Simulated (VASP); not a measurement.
**As: single point with r2SCAN**

As:

```xyz
2
Lattice="0.0000 2.9724 2.9724 2.9724 0.0000 2.9724 2.9724 2.9724 0.0000" Properties=species:S:1:pos:R:3 pbc="T T T"
As    0.0000    0.0000    0.0000
As    1.4862    1.4862    1.4862
```

- Program: VASP 6.6.1
- Task: single point
- Functional: r2SCAN
- Potentials or basis: VASP PAW PBE potentials, release 64 (As)
- Cutoff: 520 eV
- k mesh: 10 × 10 × 10
- Occupations: fermi-dirac, width 0.1 eV
- Spin: no spin polarisation
- Dipole correction: no
- Further INCAR settings: ALGO = Normal; EDIFF = 1e-06; NBANDS = 12

| Quantity | Value |
| --- | --- |
| Pressure | 3.3 GPa |
| Band gap on the k mesh | zero (band 5 reaches 4.50 eV, above the bottom of band 6 at 2.81 eV) |

Levels at points of the mesh, in eV from the Fermi level:
| k point | band 3 | band 4 | band 5 | band 6 | band 7 | band 8 |
| --- | --- | --- | --- | --- | --- | --- |
| (0.00, 0.00, 0.00) | -2.45 | -2.45 | -2.45 | 0.58 | 0.58 | 0.58 |
| (0.50, 0.00, 0.00) | -3.51 | -3.51 | -2.75 | 1.96 | 1.96 | 5.54 |
| (0.50, 0.50, 0.00) | -4.72 | -4.72 | -0.70 | -0.70 | 5.73 | 5.73 |

Wall time 53 s on 1 thread of AMD EPYC 9R45 96-Core Processor (Zen 5), on a shared host, peak memory 0.16 GiB.

Caveat: the PAW data sets were made with another functional, which shifts forces and pressure a little.
